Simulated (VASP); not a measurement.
# Si (Pm-3m) in VASP: single point with LDA

Aim: the single point of Si with LDA.

Program: VASP 6.6.1. These are calculated values, not measurements. Logs are shortened: lines on timing, memory, paths and dates and some standing lists are left out, and cuts for length are marked.

**1. The cell of the first run**

Symmetry: Pm-3m, No. 221, cubic system. Conventional cell: a = 2.501 Å, b = 2.501 Å, c = 2.501 Å, α = 90.00°, β = 90.00°, γ = 90.00°. Si (site symmetry m-3m) has 6 Si at 2.50 Å within 3.3 Å.

**2. Single point, LDA**

INCAR

```
ALGO = Normal
EDIFF = 1E-7
ENCUT = 520
GGA = CA
ISIF = 2
ISMEAR = -1
LASPH = T
LCHARG = T
LELF = T
LREAL = F
LVHAR = T
LWAVE = F
NBANDS = 8
NELM = 60
PREC = Accurate
SIGMA = 0.1
```

KPOINTS

```
k-points
0
Gamma
  16 16 16
```

POSCAR

```
Si
1.0
    2.5007026859      0.0000000000      0.0000000000
    0.0000000000      2.5007026859      0.0000000000
    0.0000000000      0.0000000000      2.5007026859
Si
1
Direct
    0.0000000000      0.0000000000      0.0000000000
```

Potentials or basis: VASP PAW LDA potentials, release 64 (Si).

The run is started by

```console
$ cat potpaw_LDA.64/Si/POTCAR > POTCAR
$ mpirun -np 1 vasp_std > vasp.out
```

OUTCAR:

```text
EDIFF = 1E-7
   ENCUT = 520
   GGA = CA
   ISIF = 2
   ISMEAR = -1
   LASPH = T
   LREAL = F
   NELM = 60
   PREC = Accurate

 ion  position               nearest neighbor table
   1  0.000  0.000  0.000-

  LATTYP: Found a simple cubic cell.
 ALAT       =     2.5007026859

  Lattice vectors:

 A1 = (   2.5007026859,   0.0000000000,   0.0000000000)
 A2 = (   0.0000000000,   2.5007026859,   0.0000000000)
 A3 = (   0.0000000000,   0.0000000000,   2.5007026859)

Analysis of symmetry for initial positions (statically):
=====================================================================
 Subroutine PRICEL returns:
 Original cell was already a primitive cell.

 Routine SETGRP: Setting up the symmetry group for a
 simple cubic supercell.

 Subroutine GETGRP returns: Found 48 space group operations
 (whereof 48 operations were pure point group operations)
 out of a pool of 48 trial point group operations.

The static configuration has the point symmetry O_h .

Analysis of symmetry for dynamics (positions and initial velocities):
=====================================================================
 Subroutine PRICEL returns:
 Original cell was already a primitive cell.

 Routine SETGRP: Setting up the symmetry group for a
 simple cubic supercell.

 Subroutine GETGRP returns: Found 48 space group operations
 (whereof 48 operations were pure point group operations)
 out of a pool of 48 trial point group operations.

The dynamic configuration has the point symmetry O_h .

 Subroutine INISYM returns: Found 48 space group operations
 (whereof 48 operations are pure point group operations),
 and found     1 'primitive' translations

----------------------------------------------------------------------------------------

                                     Primitive cell

  volume of cell :      15.6382

  direct lattice vectors                    reciprocal lattice vectors
     2.500702686  0.000000000  0.000000000     0.399887602  0.000000000  0.000000000
     0.000000000  2.500702686  0.000000000     0.000000000  0.399887602  0.000000000
     0.000000000  0.000000000  2.500702686     0.000000000  0.000000000  0.399887602

  length of vectors
     2.500702686  2.500702686  2.500702686     0.399887602  0.399887602  0.399887602

  position of ions in fractional coordinates (direct lattice)
     0.000000000  0.000000000  0.000000000
[... 70 lines left out ...]
   ISPIN  =      1    spin polarized calculation?
   LNONCOLLINEAR =      F non collinear calculations
   LSORBIT =      F    spin-orbit coupling
   LASPH  =      T    aspherical Exc in radial PAW
   ENCUT  =  520.0 eV  38.22 Ry    6.18 a.u.   4.65  4.65  4.65*2*pi/ulx,y,z
   NELM   =     60;   NELMIN=  2; NELMDL= -5     # of ELM steps
   EDIFF  = 0.1E-06   stopping-criterion for ELM
   LREAL  =      F    real-space projection
   EDIFFG = 0.1E-05   stopping-criterion for IOM
   NSW    =      0    number of steps for IOM
   IBRION =     -1    ionic relax: 0-MD 1-quasi-New 2-CG
   NFREE  =      0    steps in history (QN), initial steepest desc. (CG)
   ISIF   =      2    stress and relaxation
   ISYM   =      2    0-nonsym 1-usesym 2-fastsym
   POTIM  = 0.5000    time-step for ionic-motion
   TEBEG  =    0.0;   TEEND  =   0.0 temperature during run
   PSTRESS=    0.0 pullay stress
   NELECT =       4.0000    total number of electrons
   NUPDOWN=      -1.0000    fix difference up-down
   EMIN   =  10.00;   EMAX   =-10.00  energy-range for DOS
   EFERMI =   0.00;   METHOD = LEGACY
   ISMEAR =    -1;   SIGMA  =   0.10  broadening in eV -4-tet -1-fermi 0-gaus
   EFERMI_NEDOS =   21; number of points for ismear=-14 and -15
   IALGO  =     38    algorithm
   IMIX   =      4    mixing-type and parameters
     AMIX     =   0.40;   BMIX     =  1.00
     AMIX_MAG =   1.60;   BMIX_MAG =  1.00
  volume/ion in A,a.u.               =      15.64       105.53
  Fermi-wavevector in a.u.,A,eV,Ry     =   1.039201  1.963805 14.693450  1.079938
  Thomas-Fermi vector in A             =   2.173720
   LORBIT       =      0    0 simple, 1 ext, 2 COOP (PROOUT), +10 PAW based schemes
   GGA     = CA    functional components
   LHFCALC =     F    Hartree Fock is set to
   AEXX    =    0.0000 exact exchange contribution
   IVDW    =     0    specifies the selected vdW correction
   LEPSILON=     F    determine dielectric tensor
   LRPA    =     F    only Hartree local field effects (RPA)
 non-spin polarized calculation
  energy-cutoff  :      520.00
  volume of cell :       15.64
 maximum number of plane-waves:       441
 NGX is ok and might be reduce to    20
   NGX =  9   NGY =  9   NGZ =  9

 number of electron       4.0000000 magnetization

 Free energy of the ion-electron system (eV)
  ---------------------------------------------------
  ext. energy  EPLUGINS =         0.00000000
  ---------------------------------------------------
  free energy    TOTEN  =        -5.68684233 eV

  energy without entropy =       -5.67228102  energy(sigma->0) =       -5.67956168

 E-fermi :   8.6143     XC(G=0): -10.8483

 val. band max:        8.5078718787   @ k =   0.5000   0.3750   0.0625
 cond. band min:       8.6313584608   @ k =   0.5000   0.4375   0.4375
 fundamental gap:      0.1234865821
 Fermi energy:         8.6142540215

 k-point     1 :       0.0000    0.0000    0.0000
  band No.  band energies     occupation
      1      -4.7928      2.00000
      2      16.1415      0.00000
      3      16.1415      0.00000
      4      16.4939      0.00000
      5      16.4939      0.00000
      6      16.4939      0.00000
      7      24.6415      0.00000
      8      33.6218      0.00000
[... 243 lines left out ...]
 k-point    24 :       0.5000    0.1250    0.0000
  band No.  band energies     occupation
      1       0.3037      2.00000
      2       2.2567      2.00000
      3      15.6265      0.00000
      4      19.6240      0.00000
      5      20.2312      0.00000
      6      22.3789      0.00000
      7      23.6649      0.00000
      8      27.1205      0.00000

 [... further k-points ...]
[... 5 lines left out ...]
  --------------------------------------------------------------------------------------
  -------------------------------------------------------------------------------------
  Total        0.0044909      0.0044909      0.0044909     -0.0000000     -0.0000000      0.0000000
  in kB        0.4601078      0.4601078      0.4601078     -0.0000000     -0.0000000      0.0000000
  external PRESSURE =       0.4601078 kB  Pullay stress =       0.0000000 kB

 VOLUME and BASIS-vectors are now :
 -----------------------------------------------------------------------------
  energy-cutoff  :      520.00
  volume of cell :       15.64
      direct lattice vectors                 reciprocal lattice vectors
     2.500702686  0.000000000  0.000000000     0.399887602  0.000000000  0.000000000
     0.000000000  2.500702686  0.000000000     0.000000000  0.399887602  0.000000000
     0.000000000  0.000000000  2.500702686     0.000000000  0.000000000  0.399887602

 POSITION                                       TOTAL-FORCE (eV/Angst)
 -----------------------------------------------------------------------------------
      0.00000      0.00000      0.00000         0.000000      0.000000      0.000000
 -----------------------------------------------------------------------------------
    total drift:                               -0.000000     -0.000000      0.000000

  FREE ENERGIE OF THE ION-ELECTRON SYSTEM (eV)
  ---------------------------------------------------
  free  energy   TOTEN  =        -5.6868423326 eV

  energy  without entropy=       -5.6722810205  energy(sigma->0) =       -5.67956168
```

OSZICAR:

```text
N       E                     dE             d eps       ncg     rms          rms(c)
DAV:   1    -0.287748731034E+01   -0.28775E+01   -0.17829E+03  2848   0.376E+02
DAV:   2    -0.567520904715E+01   -0.27977E+01   -0.26622E+01  3728   0.310E+01
DAV:   3    -0.569513300972E+01   -0.19924E-01   -0.19897E-01  3152   0.276E+00
DAV:   4    -0.569516544846E+01   -0.32439E-04   -0.32438E-04  3920   0.116E-01
DAV:   5    -0.569516548486E+01   -0.36398E-07   -0.37054E-07  3160   0.236E-03    0.294E+00
DAV:   6    -0.569008719911E+01    0.50783E-02   -0.29892E-04  3216   0.110E-01    0.170E+00
DAV:   7    -0.568684519309E+01    0.32420E-02   -0.71869E-04  2920   0.167E-01    0.127E-01
DAV:   8    -0.568684217826E+01    0.30148E-05   -0.86052E-06  3904   0.204E-02    0.100E-02
DAV:   9    -0.568684232038E+01   -0.14211E-06   -0.11033E-07  3144   0.251E-03    0.873E-04
DAV:  10    -0.568684233263E+01   -0.12257E-07   -0.85727E-09  2392   0.590E-04
   1 F= -.56868423E+01 E0= -.56795617E+01  d E =-.145613E-01
```

It took 5.7 s on 1 thread of Intel Xeon 6975P-C (Granite Rapids), shared host; peak memory 0.12 GiB.

Results:

```
Free energy            : -5.6868 eV
Pressure               : 0.0 GPa
Band gap on the k mesh : zero (band 2 reaches 16.14 eV, above the bottom of band 3 at 5.70 eV)
```

Levels at points of the mesh, in eV from the Fermi level:
| k point | band 1 | band 2 | band 3 | band 4 | band 5 |
| --- | --- | --- | --- | --- | --- |
| (0.00, 0.00, 0.00) | -13.41 | 7.53 | 7.53 | 7.88 | 7.88 |
| (0.50, 0.00, 0.00) | -8.66 | -6.68 | 10.20 | 11.35 | 11.35 |
| (0.50, 0.50, 0.00) | -3.38 | -2.91 | -2.91 | 1.40 | 14.69 |
| (0.50, 0.50, 0.50) | 0.62 | 0.62 | 0.62 | 3.92 | 5.15 |
